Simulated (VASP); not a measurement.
Wanted: the native input for a VASP 6.6.1 run.

```yaml
Task: single point
Functional: PBE
Potentials_or_basis: VASP PAW PBE potentials, release 64 (Ge_d, Si)
Cutoff: 410 eV
k_mesh: 1 × 1 × 1, shifted
Occupations: fermi-dirac, width 0.1861 eV
Spin: no spin polarisation
Dipole_correction: no
Mended: yes
Further_INCAR_settings: LREAL = Auto; ALGO = Normal; EDIFF = 1e-06; NBANDS = 123; ISYM = -1
```

The structure of Si8Ge13 lies in POSCAR:

```
Si8Ge13
1.0
    7.5601650000      0.1896520000     -0.0661850000
    0.1896520000      7.8161600000      0.1196190000
   -0.0661850000      0.1196190000      8.0627960000
Ge Si
13 8
Direct
    0.2943095090      0.6389340161      0.6730462022
    0.4950778073      0.6782402418     -0.0178963594
    0.1665886881      0.1102304277      0.5196704740
    0.1758834496      0.7318479315      0.0412377950
    0.3717417109      0.4213067667      0.2681626115
    0.2979092648      0.8241387705      0.3659403598
    0.8644386291      0.5269904620      0.1816493681
   -0.1054103328      1.0041629014      0.1645840295
    0.8651969117      0.7723189673      0.9020812427
    0.1830213770      0.1517350639      0.0232328678
    0.6473592154      0.6441273915      0.6833803801
    0.3790799286      0.9837198982      0.8768641566
    0.5204383640      0.2474887686      0.8552488311
   -0.0160415675      0.5035597664      0.7062056355
    0.9177871679     -0.1255268970      0.5295157096
    0.5663813252      0.1085525624      0.5555258993
    0.1050770867      0.3163127500      0.3066474102
    0.6917893161      0.2614970983      0.3006847816
    0.7967333993      0.3326666286      0.9744632694
    0.6126575828      0.8170743006      0.4478535897
    0.6753827583      0.5374240183      0.3820145126
```

These files were run (other wordings do the same):

INCAR

```
ALGO = Normal
EDIFF = 1E-6
ENCUT = 410
GGA = PE
GGA_COMPAT = False
ISIF = 2
ISMEAR = -1
ISYM = -1
LASPH = True
LCHARG = True
LELF = True
LREAL = Auto
LVHAR = True
LWAVE = False
NBANDS = 123
NELM = 120
PREC = Accurate
SIGMA = 0.1861
```

KPOINTS

```
explicit points
1
Reciprocal
  0.25000000   0.25000000   0.25000000 1
```

Potentials or basis: VASP PAW PBE potentials, release 64 (Ge_d, Si).

The run is started by

```sh
$ cat potpaw_PBE.64/Ge_d/POTCAR potpaw_PBE.64/Si/POTCAR > POTCAR
$ mpirun -np 1 vasp_std > vasp.out
```

It gave:

- Pressure: -0.2 GPa
- Largest force: 3.291 eV/Å

Caveat: the atoms stand as in a frame of molecular dynamics.

It took 110 s on 1 thread of Intel(R) Xeon(R) Platinum 8259CL CPU @ 2.50GHz (Skylake/Cascade Lake) (shared host), peak memory 0.35 GiB.
